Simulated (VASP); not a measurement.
Write the native input for VASP 6.6.1 that does the following.

```
Task                   : single point
Functional             : PBEsol
Potentials or basis    : VASP PAW PBE potentials, release 64 (Mg, O)
Cutoff                 : 520 eV
k mesh                 : 9 × 9 × 6
Occupations            : gaussian, width 0.05 eV
Spin                   : no spin polarisation
Dipole correction      : no
Further INCAR settings : ALGO = Normal; EDIFF = 1e-06; NBANDS = 16
```

The structure of MgO lies in POSCAR:

```
MgO
1.0
    3.4191000000      0.0000000000      0.0000000000
   -1.7095500000      2.9610274581      0.0000000000
    0.0000000000      0.0000000000      5.1198000000
Mg O
2 2
Direct
    0.3333333333      0.6666666667      0.0036583380
    0.6666666667      0.3333333333      0.5036583380
    0.3333333333      0.6666666667      0.4009416620
    0.6666666667      0.3333333333      0.9009416620
```

These files were run (other wordings do the same):

INCAR

```
ALGO     = Normal         # electronic algorithm
EDIFF    = 1E-6           # SCF threshold, eV
ENCUT    = 520            # plane-wave cutoff, eV
GGA      = PS             # functional
ISIF     = 2              # what is computed and relaxed
ISMEAR   = 0              # smearing method
LASPH    = T              # aspherical terms in the spheres
LCHARG   = T              # write CHGCAR
LELF     = T              # ELF
LREAL    = F              # projectors in reciprocal space
LVHAR    = T            
LWAVE    = F              # write WAVECAR
NBANDS   = 16             # bands
NELM     = 80             # most SCF steps
PREC     = Accurate       # precision mode
SIGMA    = 0.05           # smearing width, eV
```

KPOINTS

```
k-points
0
Gamma
  9 9 6
```

Potentials or basis: VASP PAW PBE potentials, release 64 (Mg, O).

Command:

```console
$ cat potpaw_PBE.64/Mg/POTCAR potpaw_PBE.64/O/POTCAR > POTCAR
$ mpirun -np 1 vasp_std > vasp.out
```

It gave:

```yaml
Pressure: -9.4 GPa
Largest_force: 0.029 eV/Å
Band_gap_on_the_k_mesh: 2.88 eV, direct
```

Caveat: the PAW data sets were made with another functional, which shifts forces and pressure a little.

Wall time 15 s on 1 thread of Intel(R) Xeon(R) 6975P-C (Granite Rapids) (shared host), peak memory 0.19 GiB.
